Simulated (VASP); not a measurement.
## P: single point with PBE

The system is P.

```xyz
4
Lattice="4.5928 0.0000 0.0462 0.0000 3.3051 0.0000 -1.2550 0.0000 5.7775" Properties=species:S:1:pos:R:3 pbc="T T T"
P     1.4582    0.0000    4.7463
P     0.3866    1.6526    1.0637
P     1.8795    0.0000    1.0774
P     2.9512    1.6526    4.7600
```

- Program: VASP 6.6.1
- Task: single point
- Functional: PBE
- Potentials or basis: VASP PAW PBE potentials, release 64 (P)
- Cutoff: 520 eV
- k mesh: 8 × 10 × 6
- Occupations: gaussian, width 0.01 eV
- Spin: no spin polarisation
- Dipole correction: no
- Further INCAR settings: ALGO = Normal; EDIFF = 1e-06; NBANDS = 18

The pressure is -0.3 GPa, the largest force is 0.051 eV/Å and the band gap on the k mesh is 0.33 eV.

Forces in eV/Å, atoms in the order of the input:
```
P    0.034  0.000  0.035
P    0.035  0.000 -0.037
P   -0.034  0.000 -0.035
P   -0.035  0.000  0.037
```

Levels at points of the mesh, in eV from the valence-band top:
```csv
k point,band 8,band 9,band 10,band 11,band 12,band 13
"(0.00, 0.00, 0.00)",-2.09,-1.66,-0.08,1.56,1.63,2.78
"(0.50, 0.00, 0.00)",-2.48,-1.18,-1.02,2.02,2.23,3.66
"(0.00, 0.50, 0.00)",-2.59,-2.45,-2.18,1.39,1.41,1.95
"(0.50, 0.50, 0.00)",-4.46,-1.55,-1.52,1.72,2.63,3.90
"(0.00, 0.00, 0.50)",-1.77,-1.15,0.00,0.33,1.76,2.59
"(0.50, 0.00, 0.50)",-2.45,-1.37,-1.09,1.90,2.19,3.13
"(0.00, 0.50, 0.50)",-2.77,-1.73,-1.47,1.00,1.08,2.24
"(0.50, 0.50, 0.50)",-4.68,-0.80,-0.77,2.00,3.14,3.89
```

Wall time 4.3 min on 1 thread of Intel Xeon 8259CL (shared host), peak memory 0.32 GiB.

Caveat: semilocal functionals underestimate gaps, and a narrow one can read as zero; this functional lacks dispersion, which binds layers or chains, so the pressure and a relaxed spacing across them are unreliable. A k mesh can miss the band edges.
